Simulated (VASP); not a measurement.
# TiC (Fm-3m) in VASP: notebook, part 2 of 3

VASP 6.6.1. Earlier steps stand in the parts before.

## (3) Electric field gradients, PBE (volume scaled by 0.98)

INCAR

```
PREC = Accurate
ENCUT = 520
EDIFF = 1E-8
ISMEAR = -1
SIGMA = 0.03
LREAL = F
LASPH = T
NELM = 60
ALGO = Normal
ISIF = 2
LWAVE = F
LCHARG = F
GGA = PE
LEFG = T
NBANDS = 15
```

KPOINTS

```
Automatic mesh
0
Gamma
  16 16 16
```

POSCAR

```
TiC
1.0
    0.0000000000      2.1494760724      2.1494760724
    2.1494760724      0.0000000000      2.1494760724
    2.1494760724      2.1494760724      0.0000000000
Ti C
1 1
Direct
    0.0000000000      0.0000000000      0.0000000000
    0.5000000000      0.5000000000      0.5000000000
```

Potentials or basis: VASP PAW PBE potentials, release 64 (Ti_sv, C).

The run is started by

```
> cat potpaw_PBE.64/Ti_sv/POTCAR potpaw_PBE.64/C/POTCAR > POTCAR
> mpirun -np 1 vasp_std > vasp.out
```

OUTCAR:

```text
PREC = Accurate
   ENCUT = 520
   EDIFF = 1E-8
   ISMEAR = -1
   LREAL = F
   LASPH = T
   NELM = 60
   ISIF = 2
   GGA = PE

 ion  position               nearest neighbor table
   1  0.000  0.000  0.000-   2 2.15   2 2.15   2 2.15   2 2.15   2 2.15   2 2.15
   2  0.500  0.500  0.500-   1 2.15   1 2.15   1 2.15   1 2.15   1 2.15   1 2.15

  LATTYP: Found a face centered cubic cell.
 ALAT       =     4.2989521448

  Lattice vectors:

 A1 = (   0.0000000000,   2.1494760724,   2.1494760724)
 A2 = (   2.1494760724,   0.0000000000,   2.1494760724)
 A3 = (   2.1494760724,   2.1494760724,   0.0000000000)

Analysis of symmetry for initial positions (statically):
=====================================================================
 Subroutine PRICEL returns:
 Original cell was already a primitive cell.

 Routine SETGRP: Setting up the symmetry group for a
 face centered cubic supercell.

 Subroutine GETGRP returns: Found 48 space group operations
 (whereof 48 operations were pure point group operations)
 out of a pool of 48 trial point group operations.

The static configuration has the point symmetry O_h .

Analysis of symmetry for dynamics (positions and initial velocities):
=====================================================================
 Subroutine PRICEL returns:
 Original cell was already a primitive cell.

 Routine SETGRP: Setting up the symmetry group for a
 face centered cubic supercell.

 Subroutine GETGRP returns: Found 48 space group operations
 (whereof 48 operations were pure point group operations)
 out of a pool of 48 trial point group operations.

The dynamic configuration has the point symmetry O_h .

[... 573 lines left out ...]
      6       9.4549      1.99851
      7       9.6433      1.43181
      8       9.6452      1.40510
      9      10.4962      0.00000
     10      11.0928      0.00000
     11      11.9920      0.00000
     12      12.5778      0.00000
     13      13.4560      0.00000
     14      20.8997      0.00000
     15      23.9006      0.00000

 [... further k-points ...]

------------------------ aborting loop because EDIFF is reached ----------------------------------------

  FORCE on cell =-STRESS in cart. coord.  units (eV):
  Direction    XX          YY          ZZ          XY          YZ          ZX
  --------------------------------------------------------------------------------------
  -------------------------------------------------------------------------------------
  Total        0.7944095      0.7944095      0.7944095     -0.0000000     -0.0000000      0.0000000
  in kB       64.0806872     64.0806872     64.0806872     -0.0000000     -0.0000000      0.0000000
  external PRESSURE =      64.0806872 kB  Pullay stress =       0.0000000 kB

 VOLUME and BASIS-vectors are now :
 -----------------------------------------------------------------------------
  energy-cutoff  :      520.00
  volume of cell :       19.86
      direct lattice vectors                 reciprocal lattice vectors
     0.000000000  2.149476072  2.149476072    -0.232614825  0.232614825  0.232614825
     2.149476072  0.000000000  2.149476072     0.232614825 -0.232614825  0.232614825
     2.149476072  2.149476072  0.000000000     0.232614825  0.232614825 -0.232614825

 POSITION                                       TOTAL-FORCE (eV/Angst)
 -----------------------------------------------------------------------------------
      0.00000      0.00000      0.00000         0.000000      0.000000      0.000000
      2.14948      2.14948      2.14948        -0.000000     -0.000000     -0.000000
 -----------------------------------------------------------------------------------
    total drift:                                0.000000     -0.000000     -0.000000

  FREE ENERGIE OF THE ION-ELECTRON SYSTEM (eV)
  ---------------------------------------------------
  free  energy   TOTEN  =       -18.6991767059 eV

  energy  without entropy=      -18.6978571043  energy(sigma->0) =      -18.69851691

 Electric field gradients (V/A^2)
---------------------------------------------------------------------
 ion       V_xx      V_yy      V_zz      V_xy      V_xz      V_yz
---------------------------------------------------------------------
   1       0.000    -0.000    -0.000     0.001     0.001     0.001
   2       0.000    -0.000    -0.000    -0.000    -0.000    -0.000
---------------------------------------------------------------------

 Electric field gradients after diagonalization (V/A^2)
 (convention: |V_zz| > |V_xx| > |V_yy|)
----------------------------------------------------------------------
 ion       V_xx      V_yy      V_zz     asymmetry (V_yy - V_xx)/ V_zz
----------------------------------------------------------------------
   1      -0.001    -0.001     0.001       0.000
   2       0.000     0.000    -0.000       0.000
----------------------------------------------------------------------

           NMR quadrupolar parameters

 Cq : quadrupolar parameter    Cq=e*Q*V_zz/h
 eta: asymmetry parameters     (V_yy - V_xx)/ V_zz
 Q  : nuclear electric quadrupole moment in mb (millibarn)
----------------------------------------------------------------------
 ion       Cq(MHz)       eta       Q (mb)
----------------------------------------------------------------------
   1       0.000       0.000       1.000
   2      -0.000       0.000       1.000
----------------------------------------------------------------------
```

OSZICAR:

```text
N       E                     dE             d eps       ncg     rms          rms(c)
DAV:   1     0.118236290833E+03    0.11824E+03   -0.80731E+03  4378   0.128E+03
DAV:   2    -0.165239074964E+02   -0.13476E+03   -0.12634E+03  4616   0.335E+02
DAV:   3    -0.240050771129E+02   -0.74812E+01   -0.73674E+01  5684   0.775E+01
DAV:   4    -0.242440287545E+02   -0.23895E+00   -0.23863E+00  5398   0.128E+01
DAV:   5    -0.242507668370E+02   -0.67381E-02   -0.67365E-02  5732   0.184E+00    0.187E+01
DAV:   6    -0.192612435399E+02    0.49895E+01   -0.11611E+01  6203   0.564E+01    0.677E+00
DAV:   7    -0.187268093757E+02    0.53443E+00   -0.20536E+00  5083   0.203E+01    0.508E+00
DAV:   8    -0.187037705031E+02    0.23039E-01   -0.10568E-01  4942   0.361E+00    0.327E+00
DAV:   9    -0.187024286916E+02    0.13418E-02   -0.84257E-02  5828   0.381E+00    0.771E-01
DAV:  10    -0.187008023359E+02    0.16264E-02   -0.10767E-02  5829   0.140E+00    0.607E-01
DAV:  11    -0.186992439647E+02    0.15584E-02   -0.25756E-03  5022   0.719E-01    0.152E-01
DAV:  12    -0.186991822248E+02    0.61740E-04   -0.25732E-04  5351   0.157E-01    0.377E-02
DAV:  13    -0.186991766783E+02    0.55464E-05   -0.28944E-05  5078   0.439E-02    0.648E-03
DAV:  14    -0.186991768532E+02   -0.17487E-06   -0.69543E-07  5459   0.603E-03    0.530E-03
DAV:  15    -0.186991766923E+02    0.16093E-06   -0.22264E-07  5099   0.568E-03    0.923E-04
DAV:  16    -0.186991767040E+02   -0.11691E-07   -0.68511E-09  3618   0.963E-04    0.684E-04
DAV:  17    -0.186991767059E+02   -0.19193E-08   -0.42980E-09  2791   0.854E-04
   1 F= -.18699177E+02 E0= -.18698517E+02  d E =-.131960E-02
```

Run time: 30 s. Hardware: 1 thread of Intel Xeon 6975P-C (Granite Rapids), shared host; peak memory 0.17 GiB.

Results:

- Free energy: -18.6992 eV
- Pressure: 6.4 GPa
- Band gap on the k mesh: zero (band 8 reaches 10.38 eV, above the bottom of band 9 at 9.27 eV)

Caveat: without QUAD_EFG the Cq values of the log hold for a quadrupole moment of 1 mb, not for the nuclei.

## (4) Electric field gradients, PBE (volume scaled by 0.98)

INCAR

```
SYSTEM = TiC
PREC = Accurate
ENCUT = 520
EDIFF = 1E-8
ISMEAR = -1
SIGMA = 0.03
LREAL = .FALSE.
LASPH = .TRUE.
NELM = 60
ALGO = Normal
ISIF = 2
LWAVE = .FALSE.
LCHARG = .FALSE.
GGA = PE
LEFG = .TRUE.
NBANDS = 15
```

KPOINTS

```
Automatic mesh
0
G
  16 16 16
  0 0 0
```

POSCAR is that of step 3.

Potentials or basis: VASP PAW PBE potentials, release 64 (Ti_sv, C).

The run is started by

```
> cat potpaw_PBE.64/Ti_sv/POTCAR potpaw_PBE.64/C/POTCAR > POTCAR
> mpirun -np 1 vasp_std > vasp.out
```

OUTCAR:

```text
SYSTEM = TiC
   PREC = Accurate
   ENCUT = 520
   EDIFF = 1E-8
   ISMEAR = -1
   LREAL = .FALSE.
   LASPH = .TRUE.
   NELM = 60
   ISIF = 2
   GGA = PE

 ion  position               nearest neighbor table
   1  0.000  0.000  0.000-   2 2.15   2 2.15   2 2.15   2 2.15   2 2.15   2 2.15
   2  0.500  0.500  0.500-   1 2.15   1 2.15   1 2.15   1 2.15   1 2.15   1 2.15

  LATTYP: Found a face centered cubic cell.
 ALAT       =     4.2989521448

  Lattice vectors:

 A1 = (   0.0000000000,   2.1494760724,   2.1494760724)
 A2 = (   2.1494760724,   0.0000000000,   2.1494760724)
 A3 = (   2.1494760724,   2.1494760724,   0.0000000000)

Analysis of symmetry for initial positions (statically):
=====================================================================
 Subroutine PRICEL returns:
 Original cell was already a primitive cell.

 Routine SETGRP: Setting up the symmetry group for a
 face centered cubic supercell.

 Subroutine GETGRP returns: Found 48 space group operations
 (whereof 48 operations were pure point group operations)
 out of a pool of 48 trial point group operations.

The static configuration has the point symmetry O_h .

Analysis of symmetry for dynamics (positions and initial velocities):
=====================================================================
 Subroutine PRICEL returns:
 Original cell was already a primitive cell.

 Routine SETGRP: Setting up the symmetry group for a
 face centered cubic supercell.

 Subroutine GETGRP returns: Found 48 space group operations
 (whereof 48 operations were pure point group operations)
 out of a pool of 48 trial point group operations.

The dynamic configuration has the point symmetry O_h .

 Subroutine INISYM returns: Found 48 space group operations
 (whereof 48 operations are pure point group operations),
 and found     1 'primitive' translations

----------------------------------------------------------------------------------------

                                     Primitive cell

  volume of cell :      19.8622

  direct lattice vectors                    reciprocal lattice vectors
     0.000000000  2.149476072  2.149476072    -0.232614825  0.232614825  0.232614825
     2.149476072  0.000000000  2.149476072     0.232614825 -0.232614825  0.232614825
     2.149476072  2.149476072  0.000000000     0.232614825  0.232614825 -0.232614825

  length of vectors
     3.039818214  3.039818214  3.039818214     0.402900695  0.402900695  0.402900695

  position of ions in fractional coordinates (direct lattice)
     0.000000000  0.000000000  0.000000000
     0.500000000  0.500000000  0.500000000

  ion indices of the primitive-cell ions
   primitive index   ion index
                 1           1
                 2           2

----------------------------------------------------------------------------------------

 KPOINTS: Automatic mesh

Automatic generation of k-mesh.
 Grid dimensions read from file:
 generate k-points for:   16   16   16

[... 80 lines left out ...]
   IALGO  =     38    algorithm
   IMIX   =      4    mixing-type and parameters
     AMIX     =   0.40;   BMIX     =  1.00
     AMIX_MAG =   1.60;   BMIX_MAG =  1.00
  volume/ion in A,a.u.               =       9.93        67.02
  Fermi-wavevector in a.u.,A,eV,Ry     =   1.523254  2.878532 31.569619  2.320302
  Thomas-Fermi vector in A             =   2.631722
   LORBIT       =      0    0 simple, 1 ext, 2 COOP (PROOUT), +10 PAW based schemes
   GGA     = PE    functional components
   LHFCALC =     F    Hartree Fock is set to
   AEXX    =    0.0000 exact exchange contribution
   IVDW    =     0    specifies the selected vdW correction
   LEPSILON=     F    determine dielectric tensor
   LRPA    =     F    only Hartree local field effects (RPA)
 non-spin polarized calculation
  energy-cutoff  :      520.00
  volume of cell :       19.86
 maximum number of plane-waves:       548
   NGX = 11   NGY = 11   NGZ = 11

 number of electron      16.0000003 magnetization

 Free energy of the ion-electron system (eV)
  ---------------------------------------------------
  ext. energy  EPLUGINS =         0.00000000
  ---------------------------------------------------
  free energy    TOTEN  =       -18.69917671 eV

  energy without entropy =      -18.69785710  energy(sigma->0) =      -18.69851691

 E-fermi :   9.6710     XC(G=0): -12.8153

 val. band max:        9.6627980257   @ k =   0.5000   0.5000   0.0000
 cond. band min:       9.6714637236   @ k =   0.1250   0.1250   0.0000
 fundamental gap:      0.0086656979
 Fermi energy:         9.6710318733

 k-point     1 :       0.0000    0.0000    0.0000
  band No.  band energies     occupation
      1     -46.8429      2.00000
      2     -22.8547      2.00000
      3     -22.8547      2.00000
      4     -22.8547      2.00000
      5      -2.8229      2.00000
      6      10.3820      0.00000
      7      10.3820      0.00000
      8      10.3820      0.00000
      9      11.3860      0.00000
     10      11.3860      0.00000
     11      11.3860      0.00000
     12      11.4418      0.00000
     13      11.4418      0.00000
     14      20.4975      0.00000
[... 401 lines left out ...]
      2     -22.9055      2.00000
      3     -22.8687      2.00000
      4     -22.8559      2.00000
      5      -2.5830      2.00000
      6       9.4549      1.99851
      7       9.6433      1.43181
      8       9.6452      1.40510
      9      10.4962      0.00000
     10      11.0928      0.00000
     11      11.9920      0.00000
     12      12.5778      0.00000
     13      13.4560      0.00000
     14      20.8997      0.00000
     15      23.9006      0.00000

 [... further k-points ...]

------------------------ aborting loop because EDIFF is reached ----------------------------------------

  FORCE on cell =-STRESS in cart. coord.  units (eV):
  Direction    XX          YY          ZZ          XY          YZ          ZX
  --------------------------------------------------------------------------------------
  -------------------------------------------------------------------------------------
  Total        0.7944095      0.7944095      0.7944095     -0.0000000     -0.0000000      0.0000000
  in kB       64.0806872     64.0806872     64.0806872     -0.0000000     -0.0000000      0.0000000
  external PRESSURE =      64.0806872 kB  Pullay stress =       0.0000000 kB

 VOLUME and BASIS-vectors are now :
 -----------------------------------------------------------------------------
  energy-cutoff  :      520.00
  volume of cell :       19.86
      direct lattice vectors                 reciprocal lattice vectors
     0.000000000  2.149476072  2.149476072    -0.232614825  0.232614825  0.232614825
     2.149476072  0.000000000  2.149476072     0.232614825 -0.232614825  0.232614825
     2.149476072  2.149476072  0.000000000     0.232614825  0.232614825 -0.232614825

 POSITION                                       TOTAL-FORCE (eV/Angst)
 -----------------------------------------------------------------------------------
      0.00000      0.00000      0.00000         0.000000      0.000000      0.000000
      2.14948      2.14948      2.14948        -0.000000     -0.000000     -0.000000
 -----------------------------------------------------------------------------------
    total drift:                                0.000000     -0.000000     -0.000000

  FREE ENERGIE OF THE ION-ELECTRON SYSTEM (eV)
  ---------------------------------------------------
  free  energy   TOTEN  =       -18.6991767059 eV

  energy  without entropy=      -18.6978571043  energy(sigma->0) =      -18.69851691

 Electric field gradients (V/A^2)
---------------------------------------------------------------------
 ion       V_xx      V_yy      V_zz      V_xy      V_xz      V_yz
---------------------------------------------------------------------
   1       0.000    -0.000    -0.000     0.001     0.001     0.001
   2       0.000    -0.000    -0.000    -0.000    -0.000    -0.000
---------------------------------------------------------------------

 Electric field gradients after diagonalization (V/A^2)
 (convention: |V_zz| > |V_xx| > |V_yy|)
----------------------------------------------------------------------
 ion       V_xx      V_yy      V_zz     asymmetry (V_yy - V_xx)/ V_zz
----------------------------------------------------------------------
   1      -0.001    -0.001     0.001       0.000
   2       0.000     0.000    -0.000       0.000
----------------------------------------------------------------------

           NMR quadrupolar parameters

 Cq : quadrupolar parameter    Cq=e*Q*V_zz/h
 eta: asymmetry parameters     (V_yy - V_xx)/ V_zz
 Q  : nuclear electric quadrupole moment in mb (millibarn)
----------------------------------------------------------------------
 ion       Cq(MHz)       eta       Q (mb)
----------------------------------------------------------------------
   1       0.000       0.000       1.000
   2      -0.000       0.000       1.000
----------------------------------------------------------------------
```

Run time: 28 s. Hardware: 1 thread of Intel Xeon 6975P-C (Granite Rapids), shared host; peak memory 0.17 GiB.

Results:

| Item | Value |
| --- | --- |
| Free energy | -18.6992 eV |
| Pressure | 6.4 GPa |
| Band gap on the k mesh | zero (band 8 reaches 10.38 eV, above the bottom of band 9 at 9.27 eV) |

Caveat: without QUAD_EFG the Cq values of the log hold for a quadrupole moment of 1 mb, not for the nuclei.

(Part 2 of 3 ends here.)
